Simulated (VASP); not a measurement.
A run of VASP 6.6.1:

The input INCAR:

```
SYSTEM = Sn
PREC = Accurate
ENCUT = 520
EDIFF = 1E-7
ISMEAR = -1
SIGMA = 0.05
LREAL = .False.
LASPH = .True.
NELM = 150
ALGO = Normal
ISIF = 2
LWAVE = .False.
LCHARG = .True.
MAGMOM = 0 0 0 0 0 0
LORBIT = 11
LSORBIT = .True.
GGA_COMPAT = .False.
LORBMOM = .True.
GGA = PE
LVHAR = .True.
NBANDS = 40
```

File KPOINTS:

```
regular mesh
0
Gamma
  7 7 7
  0 0 0
```

The input POSCAR:

```
Sn
1.0
   -2.9401404553      2.9401404553      1.5993019889
    2.9401404553     -2.9401404553      1.5993019889
    2.9401404553      2.9401404553     -1.5993019889
Sn
2
Direct
    0.0000000000      0.0000000000      0.0000000000
    0.7500000000      0.2500000000      0.5000000000
```

Potentials or basis: VASP PAW PBE potentials, release 64 (Sn_d).

The run is started by

```bash
$ cat potpaw_PBE.64/Sn_d/POTCAR > POTCAR
$ mpirun -np 1 vasp_ncl > vasp.out
```

Hardware: 1 thread of AMD EPYC 7R43 64-Core Processor (Zen 3), on a shared host.

Problem. How long does it take, and how much memory?

Solution. Wall time 3.9 min on 1 thread of AMD EPYC 7R43 64-Core Processor (Zen 3), with other jobs on the host, peak memory 0.4 GiB. Counts: scf iterations 12, k points 40.
